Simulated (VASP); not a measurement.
The system is Rh.

```
CELL_PARAMETERS angstrom
2.69174 0.00000 0.00000
-1.34587 2.33112 0.00000
0.00000 0.00000 8.79807
ATOMIC_POSITIONS crystal
Rh 0.00000 0.00000 0.00000
Rh 0.33333 0.66667 0.25000
Rh 0.00000 0.00000 0.50000
Rh 0.66667 0.33333 0.75000
```

Base run:

```yaml
Program: VASP 6.6.1
Functional: BLYP
Potentials_or_basis: VASP PAW PBE potentials, release 64 (Rh_pv)
Cutoff: 520 eV
k_mesh: 11 × 11 × 3
Occupations: fermi-dirac, width 0.1 eV
Spin: no spin polarisation
```

Its results: band gap on the k mesh zero (band 30 reaches 13.01 eV, above the bottom of band 31 at 11.35 eV); pressure 20.0 GPa.

Q: The run is repeated on the same cell with these changes: functional from BLYP to LDA; potentials or basis from VASP PAW PBE potentials, release 64 (Rh_pv) to VASP PAW LDA potentials, release 64 (Rh_pv). What comes out?

A: Band gap on the k mesh zero (band 30 reaches 12.28 eV, above the bottom of band 31 at 10.65 eV); pressure -10.5 GPa.

Caveats: the PAW data sets were made with another functional, which shifts forces and pressure a little (some runs).
